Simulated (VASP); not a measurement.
Li2SeF: single point with PBE

Crystal: Li2SeF.

```
Li Se F
1.0
     1.56647    0.90440    6.15448
    -1.56647    0.90440    6.15448
     0.00000   -1.80880    6.15448
Li Se F
2 1 1
Direct
  0.27189 0.27189 0.27189
  0.72811 0.72811 0.72811
  0.50000 0.50000 0.50000
  0.00000 0.00000 0.00000
```

```json
{"Program": "VASP 6.6.1", "Task": "single point", "Functional": "PBE", "Potentials or basis": "VASP PAW PBE potentials, release 64 (Li_sv, Se, F)", "Cutoff": "520 eV", "k mesh": "18 × 18 × 18", "Occupations": "gaussian, width 0.1 eV", "Spin": "no spin polarisation", "Dipole correction": "no", "Further INCAR settings": "ALGO = Normal; EDIFF = 1e-06; NBANDS = 18"}
```

The band gap on the k mesh is zero (an odd number of electrons rules out a gap without spin polarisation).

Forces on the atoms (eV/Å):
```
Li   0.000  0.000  0.003
Li   0.000  0.000 -0.003
Se   0.000  0.000  0.000
F    0.000  0.000  0.000
```

Levels at points of the mesh, in eV from the Fermi level:
| k point | band 5 | band 6 | band 7 | band 8 | band 9 | band 10 | band 11 | band 12 | band 13 | band 14 |
| --- | --- | --- | --- | --- | --- | --- | --- | --- | --- | --- |
| (0.00, 0.00, 0.00) | -6.81 | -5.72 | -5.72 | -3.84 | 1.97 | 2.03 | 2.03 | 6.88 | 9.35 | 9.82 |
| (0.50, 0.00, 0.00) | -7.22 | -6.23 | -6.07 | -5.52 | -2.57 | 0.03 | 4.17 | 5.78 | 6.20 | 6.43 |
| (0.50, 0.50, 0.00) | -7.30 | -6.48 | -6.08 | -5.24 | -2.19 | 0.06 | 3.21 | 4.85 | 6.49 | 7.74 |
| (0.50, 0.50, 0.50) | -6.36 | -5.72 | -5.72 | -4.59 | 2.02 | 2.02 | 3.25 | 5.08 | 8.77 | 10.71 |

It took 46 min on 1 thread of Oxide Virtual Turin-like Processor (shared host), peak memory 0.69 GiB.

Caveat: an odd number of electrons without spin polarisation forces a metal; a magnetic or distorted state may lie lower.
